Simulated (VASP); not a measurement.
# Hf2NiH3 (P-4m2) in VASP: single point with PBEsol

Aim: the single point of Hf2NiH3 with PBEsol.

All numbers are computed with VASP 6.6.1; they aren't measurements. Logs are shortened: lines on timing, memory, paths and dates and some standing lists are left out, and cuts for length are marked.

### Step 1. The cell of the first run

Symmetry: P-4m2, No. 115, tetragonal system. The conventional cell has a = 3.160 Å, b = 3.160 Å, c = 6.925 Å, α = 90.00°, β = 90.00°, γ = 90.00°. H (site symmetry -4m2) has 4 Ni at 2.23 Å and 4 Hf at 2.43 Å and 8 H at 3.08 to 3.16 Å within 3.2 Å. H (site symmetry 2mm) has 5 Hf at 2.37 to 2.44 Å and 10 H at 2.77 to 3.16 Å and 2 Ni at 3.08 Å within 3.2 Å. Ni (site symmetry -4m2) has 8 H at 2.23 to 3.08 Å and 4 Hf at 2.43 Å and 4 Ni at 3.16 Å within 3.2 Å. Hf (site symmetry 2mm) has 7 H at 2.37 to 2.44 Å and 2 Ni at 2.43 Å and 4 Hf at 3.16 Å within 3.2 Å.

### Step 2. Single point, PBEsol, non-collinear spin, zero start, spin-orbit coupling

Contents of INCAR:

```
PREC = Accurate
ENCUT = 520
EDIFF = 1E-7
ISMEAR = -1
SIGMA = 0.1
LREAL = False
LASPH = True
NELM = 150
ALGO = Normal
ISIF = 2
LWAVE = False
LCHARG = False
MAGMOM = 0 0 0 0 0 0 0 0 0 0 0 0 0 0 0 0 0 0
LORBIT = 11
LSORBIT = True
GGA_COMPAT = False
LORBMOM = True
LMAXMIX = 4
GGA = PS
NBANDS = 49
```

Contents of KPOINTS:

```
regular mesh
0
Gamma
  8 8 4
```

Contents of POSCAR:

```
Hf2NiH3
1.0
    3.1595970000      0.0000000000      0.0000000000
    0.0000000000      3.1595970000      0.0000000000
    0.0000000000      0.0000000000      6.9246700000
H Ni Hf
3 1 2
Direct
    0.5000000000      0.5000000000      0.0000000000
    0.0000000000      0.5000000000      0.3820000000
    0.5000000000      0.0000000000      0.6180000000
    0.0000000000      0.0000000000      0.0000000000
    0.0000000000      0.5000000000      0.7340000000
    0.5000000000      0.0000000000      0.2660000000
```

Potentials or basis: VASP PAW PBE potentials, release 64 (H, Ni, Hf_pv).

Run with:

```bash
cat potpaw_PBE.64/H/POTCAR potpaw_PBE.64/Ni/POTCAR potpaw_PBE.64/Hf_pv/POTCAR > POTCAR
mpirun -np 1 vasp_ncl > vasp.out
```

OUTCAR:

```text
PREC = Accurate
   ENCUT = 520
   EDIFF = 1E-7
   ISMEAR = -1
   LREAL = False
   LASPH = True
   NELM = 150
   ISIF = 2
   LORBIT = 11
   LSORBIT = True
   GGA = PS

 ion  position               nearest neighbor table
   1  0.500  0.500  0.000-
   2  0.000  0.500  0.382-   6 2.37   6 2.37   6 2.37   6 2.37
   3  0.500  0.000  0.618-   5 2.37   5 2.37   5 2.37   5 2.37
   4  0.000  0.000  0.000-   5 2.43   6 2.43   5 2.43   6 2.43
   5  0.000  0.500  0.734-   3 2.37   3 2.37   3 2.37   3 2.37   4 2.43   4 2.43
   6  0.500  0.000  0.266-   2 2.37   2 2.37   2 2.37   2 2.37   4 2.43   4 2.43

  LATTYP: Found a simple tetragonal cell.
 ALAT       =     3.1595970000
 C/A-ratio  =     2.1916307681

  Lattice vectors:

 A1 = (   3.1595970000,   0.0000000000,   0.0000000000)
 A2 = (   0.0000000000,   3.1595970000,   0.0000000000)
 A3 = (   0.0000000000,   0.0000000000,   6.9246700000)

Analysis of symmetry for initial positions (statically):
=====================================================================
 Subroutine PRICEL returns:
 Original cell was already a primitive cell.

 Routine SETGRP: Setting up the symmetry group for a
 simple tetragonal supercell.

 Subroutine GETGRP returns: Found  8 space group operations
 (whereof  8 operations were pure point group operations)
 out of a pool of 16 trial point group operations.

The static configuration has the point symmetry D_2d.

Analysis of symmetry for dynamics (positions and initial velocities):
=====================================================================
 Subroutine PRICEL returns:
 Original cell was already a primitive cell.

 Routine SETGRP: Setting up the symmetry group for a
 simple tetragonal supercell.

 Subroutine GETGRP returns: Found  8 space group operations
 (whereof  8 operations were pure point group operations)
 out of a pool of 16 trial point group operations.

The dynamic configuration has the point symmetry D_2d.

Analysis of structural, dynamic, and magnetic symmetry:
=====================================================================
 Subroutine PRICEL returns:
 Original cell was already a primitive cell.

 Routine SETGRP: Setting up the symmetry group for a
 simple tetragonal supercell.

 Subroutine GETGRP returns: Found  8 space group operations
 (whereof  8 operations were pure point group operations)
 out of a pool of 16 trial point group operations.

The overall configuration has the point symmetry D_2d.

 Subroutine INISYM returns: Found  8 space group operations
 (whereof  8 operations are pure point group operations),
 and found     1 'primitive' translations

----------------------------------------------------------------------------------------

                                     Primitive cell

  volume of cell :      69.1293

  direct lattice vectors                    reciprocal lattice vectors
     3.159597000  0.000000000  0.000000000     0.316496059  0.000000000  0.000000000
     0.000000000  3.159597000  0.000000000     0.000000000  0.316496059  0.000000000
     0.000000000  0.000000000  6.924670000     0.000000000  0.000000000  0.144411214

  length of vectors
     3.159597000  3.159597000  6.924670000     0.316496059  0.316496059  0.144411214

  position of ions in fractional coordinates (direct lattice)
     0.500000000  0.500000000  0.000000000
     0.000000000  0.500000000  0.382000000
     0.500000000  0.000000000  0.618000000
     0.000000000  0.000000000  0.000000000
     0.000000000  0.500000000  0.734000000
     0.500000000  0.000000000  0.266000000

  ion indices of the primitive-cell ions
   primitive index   ion index
                 1           1
                 2           2
                 3           3
                 4           4
                 5           5
                 6           6

----------------------------------------------------------------------------------------

 KPOINTS: regular mesh

Automatic generation of k-mesh.
 Grid dimensions read from file:
[... 130 lines left out ...]
      5     -23.8748      1.00000
      6     -23.8748      1.00000
[... 1141 lines left out ...]
     44       8.4557      0.00000
     45       8.6801      0.00000

 [... further k-points ...]

 [bands above 45 left out]

------------------------ aborting loop because EDIFF is reached ----------------------------------------

  FORCE on cell =-STRESS in cart. coord.  units (eV):
  Direction    XX          YY          ZZ          XY          YZ          ZX
  --------------------------------------------------------------------------------------
  -------------------------------------------------------------------------------------
  Total       -3.9717288     -3.9717288     -2.1593111      0.0000000      0.0000000      0.0000000
  in kB      -92.0508293    -92.0508293    -50.0453034      0.0000000      0.0000000      0.0000000
  external PRESSURE =     -78.0489873 kB  Pullay stress =       0.0000000 kB

 VOLUME and BASIS-vectors are now :
 -----------------------------------------------------------------------------
  energy-cutoff  :      520.00
  volume of cell :       69.13
      direct lattice vectors                 reciprocal lattice vectors
     3.159597000  0.000000000  0.000000000     0.316496059  0.000000000  0.000000000
     0.000000000  3.159597000  0.000000000     0.000000000  0.316496059  0.000000000
     0.000000000  0.000000000  6.924670000     0.000000000  0.000000000  0.144411214

 POSITION                                       TOTAL-FORCE (eV/Angst)
 -----------------------------------------------------------------------------------
      1.57980      1.57980      0.00000        -0.000000     -0.000000     -0.000000
      0.00000      1.57980      2.64522        -0.000000      0.000000     -0.008725
      1.57980      0.00000      4.27945        -0.000000      0.000000      0.008725
      0.00000      0.00000      0.00000        -0.000000      0.000000     -0.000000
      0.00000      1.57980      5.08271        -0.000000      0.000000     -2.047950
      1.57980      0.00000      1.84196         0.000000      0.000000      2.047950
 -----------------------------------------------------------------------------------
    total drift:                                0.000000      0.000000      0.000000

  FREE ENERGIE OF THE ION-ELECTRON SYSTEM (eV)
  ---------------------------------------------------
  free  energy   TOTEN  =       -37.8831559132 eV

  energy  without entropy=      -37.7766471625  energy(sigma->0) =      -37.82990154

 orbital moment (x)

 # of ion     p       d       tot
 ----------------------------------------
  1         0.000   0.000   0.000
  2         0.000   0.000   0.000
  3         0.000   0.000   0.000
  4         0.000  -0.000  -0.000
  5         0.000  -0.000  -0.000
  6         0.000  -0.000  -0.000
 ----------------------------------------
            0.000  -0.000  -0.000

 orbital moment (y)

 # of ion     p       d       tot
 ----------------------------------------
  1         0.000   0.000   0.000
  2         0.000   0.000   0.000
  3         0.000   0.000   0.000
  4        -0.000  -0.000  -0.000
  5        -0.000  -0.000  -0.000
  6         0.000   0.000   0.000
 ----------------------------------------
            0.000  -0.000  -0.000

 orbital moment (z)

 # of ion     p       d       tot
 ----------------------------------------
  1         0.000   0.000   0.000
  2         0.000   0.000   0.000
  3         0.000   0.000   0.000
  4         0.000   0.000   0.000
  5         0.000   0.000   0.000
  6         0.000   0.000   0.000
 ----------------------------------------
            0.000   0.000   0.000

 Spin-Orbit-Coupling matrix elements

 Ion:    1  E_soc:      0.0000002
 l=   1
     0.0000000     0.0000001     0.0000000
     0.0000001     0.0000000     0.0000001
     0.0000000     0.0000001     0.0000000
 l=   2
     0.0000000     0.0000000     0.0000000     0.0000000     0.0000000
     0.0000000     0.0000000     0.0000000     0.0000000     0.0000000
     0.0000000     0.0000000     0.0000000     0.0000000     0.0000000
     0.0000000     0.0000000     0.0000000     0.0000000     0.0000000
     0.0000000     0.0000000     0.0000000     0.0000000     0.0000000
 l=   3
     0.0000000     0.0000000     0.0000000     0.0000000     0.0000000     0.0000000     0.0000000
     0.0000000     0.0000000     0.0000000     0.0000000     0.0000000     0.0000000     0.0000000
     0.0000000     0.0000000     0.0000000     0.0000000     0.0000000     0.0000000     0.0000000
     0.0000000     0.0000000     0.0000000     0.0000000     0.0000000     0.0000000     0.0000000
[... 89 lines left out ...]
 l=   2
     0.0000000    -0.0011887     0.0000000    -0.0018068    -0.0100347
    -0.0011887     0.0000000    -0.0051940    -0.0020370    -0.0032822
     0.0000000    -0.0051940     0.0000000    -0.0057746     0.0000000
    -0.0018068    -0.0020370    -0.0057746     0.0000000    -0.0026690
    -0.0100347    -0.0032822     0.0000000    -0.0026690     0.0000000
 l=   3
     0.0000000     0.0000000     0.0000000     0.0000000     0.0000000     0.0000000     0.0000000
     0.0000000     0.0000000     0.0000000     0.0000000     0.0000000     0.0000000     0.0000000
     0.0000000     0.0000000     0.0000000     0.0000000     0.0000000     0.0000000     0.0000000
     0.0000000     0.0000000     0.0000000     0.0000000     0.0000000     0.0000000     0.0000000
     0.0000000     0.0000000     0.0000000     0.0000000     0.0000000     0.0000000     0.0000000
     0.0000000     0.0000000     0.0000000     0.0000000     0.0000000     0.0000000     0.0000000
     0.0000000     0.0000000     0.0000000     0.0000000     0.0000000     0.0000000     0.0000000

 total charge

# of ion       s       p       d       tot
------------------------------------------
    1        0.418   0.017   0.000   0.435
    2        0.472   0.010   0.000   0.482
    3        0.472   0.010   0.000   0.482
    4        0.631   0.426   8.467   9.524
    5        0.351   6.382   1.655   8.388
    6        0.351   6.382   1.655   8.388
--------------------------------------------------
tot          2.693  13.229  11.777  27.700

 magnetization (x)

# of ion       s       p       d       tot
------------------------------------------
    1        0.000   0.000   0.000   0.000
    2        0.000   0.000   0.000   0.000
    3        0.000   0.000   0.000   0.000
    4        0.000  -0.000   0.000  -0.000
    5        0.000   0.000   0.000   0.000
    6        0.000   0.000   0.000   0.000
--------------------------------------------------
tot          0.000  -0.000   0.000  -0.000

 magnetization (y)

# of ion       s       p       d       tot
------------------------------------------
    1        0.000   0.000   0.000   0.000
    2        0.000   0.000   0.000   0.000
    3       -0.000   0.000   0.000  -0.000
    4        0.000  -0.000   0.000   0.000
    5       -0.000  -0.000   0.000  -0.000
    6        0.000   0.000  -0.000  -0.000
--------------------------------------------------
tot          0.000  -0.000   0.000   0.000

 magnetization (z)

# of ion       s       p       d       tot
------------------------------------------
    1        0.000   0.000   0.000   0.000
    2       -0.000  -0.000   0.000  -0.000
    3       -0.000   0.000   0.000  -0.000
    4       -0.000  -0.000   0.000  -0.000
    5       -0.000  -0.000   0.000   0.000
    6       -0.000  -0.000   0.000   0.000
--------------------------------------------------
tot         -0.000  -0.000   0.000   0.000
```

Run time: 8.1 min. Hardware: 1 thread of Intel Xeon Platinum 8259CL at 2.50GHz (Skylake/Cascade Lake), shared host; peak memory 0.48 GiB.

What came out:

- Free energy: -37.8832 eV
- Pressure: -7.8 GPa
- Largest force: 2.048 eV/Å
- Net moment: 0.00 μB per cell
- Valence electrons inside the program's atomic spheres: H 0.43, 0.48 (each value once); Ni 9.52; Hf 8.39

Forces on the atoms (eV/Å):
```
H    0.000  0.000  0.000
H    0.000  0.000 -0.009
H    0.000  0.000  0.009
Ni   0.000  0.000  0.000
Hf   0.000  0.000 -2.048
Hf   0.000  0.000  2.048
```

Moments on the atoms (μB; x, y, z):
```
H   0.00 0.00 0.00
H   0.00 0.00 0.00
H   0.00 0.00 0.00
Ni  0.00 0.00 0.00
Hf  0.00 0.00 0.00
Hf  0.00 0.00 0.00
```

Caveat: the cell stands under tension; the PAW data sets were made with another functional, which shifts forces and pressure a little.
